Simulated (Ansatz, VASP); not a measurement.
One calculation of BaTiO3, two programs

Contents of INCAR:

```
SYSTEM = BaTiO3
  ALGO = Normal
  EDIFF = 1E-6
  ENCUT = 520
  GGA = PE
  ISIF = 2
  ISMEAR = 0
  LASPH = .True.
  LCHARG = .False.
  LREAL = .False.
  LWAVE = .False.
  NBANDS = 28
  NELM = 100
  PREC = Accurate
  SIGMA = 0.05
```

Contents of KPOINTS:

```
k-points
0
Gamma
  8 8 8
  0 0 0
```

POSCAR

```
BaTiO3
1.0
    4.0192318613      0.0000000000      0.0000000000
    0.0000000000      4.0192318613      0.1883010127
    0.0000000000      0.1883033299      4.0192813205
Ba Ti O
1 1 3
Direct
    0.0000000000      0.0000000000      0.0000000000
    0.5000000000      0.5000000000      0.5000000000
    0.5000000000      0.5000000000      0.0000000000
    0.5000000000      0.0000000000      0.5000000000
    0.0000000000      0.5000000000      0.5000000000
```

Input for Ansatz:

```yaml
crystal:
  lattice:
    - [4.0192318613, 0.0, 0.0]
    - [0.0, 4.0192318613, 0.1883010127]
    - [0.0, 0.1883033299, 4.0192813205]
  atoms:
    - { symbol: Ba, position: [0.0, 0.0, 0.0] }
    - { symbol: Ti, position: [0.5, 0.5, 0.5] }
    - { symbol: O, position: [0.5, 0.5, 0.0] }
    - { symbol: O, position: [0.5, 0.0, 0.5] }
    - { symbol: O, position: [0.0, 0.5, 0.5] }
basis:
  ecutwfc: 420
kpoints:
  mp_grid: { grid: [8, 8, 8] }
hamiltonian:
  xc: pbe
scf:
  occupations: { method: gaussian, width: 0.05 }
output:
  forces: true
  stress: true
  eigenvalues: true
```

Change from the starting cell: strain +0.0937 x Voigt [0, 0, 0, 1, 0, 0], atoms carried along.

Alike in both runs: task single point; functional PBE; k mesh 8 × 8 × 8; occupations gaussian, width 0.05 eV; no spin polarisation.

|  | VASP | Ansatz |
| --- | --- | --- |
| version | VASP 6.6.1 | Ansatz 0.2.0 |
| potentials or method | VASP PAW PBE potentials, release 64 (Ba_sv, Ti_sv, O), cutoff 520 eV | scalar-relativistic, plane waves, PAW |
| valence electrons in the cell | 40 | 40 |

Ansatz gave:

```
gap on the k mesh at the Fermi level (eV)                     : 1.38
least direct gap on the mesh (eV)                             : 1.38
pressure (GPa)                                                : 0.8
traceless stress, the component that is largest in VASP (GPa) : -11.36
```

Task: What did VASP give for the same quantities?

Result: gap on the k mesh at the Fermi level (eV): 1.35; least direct gap on the mesh (eV): 1.35; pressure (GPa): 2.6; traceless stress, the component that is largest in VASP (GPa): -11.71.

Ansatz's warnings: near symmetry operations not taken.

Spin-orbit coupling is off throughout.
